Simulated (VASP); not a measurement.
Crystal: KNaF2.

```
Na K F
1.0
     1.73914    1.00409    5.81551
    -1.73914    1.00409    5.81551
     0.00000   -2.00819    5.81551
Na K F
1 1 2
Direct
  0.00000 0.00000 0.00000
  0.50000 0.50000 0.50000
  0.26110 0.26110 0.26110
  0.73890 0.73890 0.73890
```

Base run:

* Program: VASP 6.6.1
* Functional: PBE
* Potentials or basis: VASP PAW PBE potentials, release 64 (Na_pv, K_sv, F)
* Cutoff: 520 eV
* k mesh: 6 × 6 × 6
* Occupations: gaussian, width 0.01 eV
* Spin: no spin polarisation

Its results: band gap on the k mesh 6.24 eV; pressure 2.6 GPa; largest force 0.025 eV/Å.

**Question.** The run is repeated on the same cell with these changes: functional from PBE to r2SCAN; k mesh from 6 × 6 × 6 to 8 × 8 × 8. What comes out?

**Answer.** Band gap on the k mesh 6.99 eV; pressure -0.2 GPa; largest force 0.034 eV/Å.

Several settings changed at once.

Caveats: the PAW data sets were made with another functional, which shifts forces and pressure a little (at least some runs).

A k mesh can miss the band edges.
